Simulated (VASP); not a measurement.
Set up this calculation in VASP 6.6.1, as the native input.

| Quantity | Value |
| --- | --- |
| Task | single point |
| Functional | HSE06 |
| Potentials or basis | VASP PAW PBE potentials, release 64 (Be, Te) |
| Cutoff | 520 eV |
| k mesh | 6 × 6 × 6 |
| Occupations | gaussian, width 0.01 eV |
| Spin | no spin polarisation |
| Dipole correction | no |
| Grid for exact exchange (PRECFOCK) | Normal |
| Further INCAR settings | ALGO = Normal; EDIFF = 1e-06; NBANDS = 11 |
| Screening parameter | 0.2079 1/Å |

BeTe (m.hse):

```
CELL_PARAMETERS angstrom
0.00000 2.83217 2.83217
2.83217 0.00000 2.83217
2.83217 2.83217 0.00000
ATOMIC_POSITIONS crystal
Be 0.00000 0.00000 0.00000
Te 0.25000 0.25000 0.25000
```

One way to write it, as run:

POSCAR

```
BeTe
1.0
    0.0000000000      2.8321709585      2.8321709585
    2.8321709585      0.0000000000      2.8321709585
    2.8321709585      2.8321709585      0.0000000000
Be Te
1 1
Direct
    0.0000000000      0.0000000000      0.0000000000
    0.2500000000      0.2500000000      0.2500000000
```

INCAR.step1

```
SYSTEM = BeTe
PREC     = Accurate       ! precision mode
ENCUT    = 520            ! plane-wave cutoff, eV
EDIFF    = 1E-5           ! SCF threshold, eV
ISMEAR   = 0              ! smearing method
SIGMA    = 0.01           ! smearing width, eV
LREAL    = .False.        ! projectors in reciprocal space
LASPH    = .True.         ! aspherical terms in the spheres
NELM     = 120            ! most SCF steps
ALGO     = Normal         ! electronic algorithm
ISIF     = 2              ! what is computed and relaxed
LWAVE    = .True.         ! write WAVECAR
LCHARG   = .False.        ! write CHGCAR
GGA      = PE             ! functional
NBANDS   = 11             ! bands
GGA_COMPAT= .False.
```

INCAR.step2

```
SYSTEM = BeTe
PREC     = Accurate       ! precision mode
ENCUT    = 520            ! plane-wave cutoff, eV
EDIFF    = 1E-6           ! SCF threshold, eV
ISMEAR   = 0              ! smearing method
SIGMA    = 0.01           ! smearing width, eV
LREAL    = .False.        ! projectors in reciprocal space
LASPH    = .True.         ! aspherical terms in the spheres
NELM     = 120            ! most SCF steps
ALGO     = Normal         ! electronic algorithm
ISIF     = 2              ! what is computed and relaxed
LWAVE    = .False.        ! write WAVECAR
LCHARG   = .False.        ! write CHGCAR
GGA      = PE             ! functional
LHFCALC  = .True.         ! exact exchange
HFSCREEN = 0.2079         ! screening, 1/A
PRECFOCK = Normal       
ISTART   = 1            
NBANDS   = 11             ! bands
GGA_COMPAT= .False.
```

KPOINTS

```
regular mesh
0
Gamma
  6 6 6
  0 0 0
```

Potentials or basis: VASP PAW PBE potentials, release 64 (Be, Te).

Command:

```console
$ cat potpaw_PBE.64/Be/POTCAR potpaw_PBE.64/Te/POTCAR > POTCAR
$ cp INCAR.step1 INCAR
$ mpirun -np 1 vasp_std > vasp.out
$ cp INCAR.step2 INCAR
$ mpirun -np 1 vasp_std > vasp.out
```

Results of the run:

| Item | Value |
| --- | --- |
| Pressure | -1.2 GPa |
| Band gap on the k mesh | 2.68 eV, indirect (least direct gap 4.46 eV) |

Caveat: the PAW data sets were made with another functional, which shifts forces and pressure a little; spin-orbit coupling is left out, which moves the levels of the heavy elements.

It took 9.3 min on 1 thread of Intel(R) Xeon(R) Platinum 8375C CPU @ 2.90GHz (Ice Lake), with other jobs on the host, peak memory 0.29 GiB.
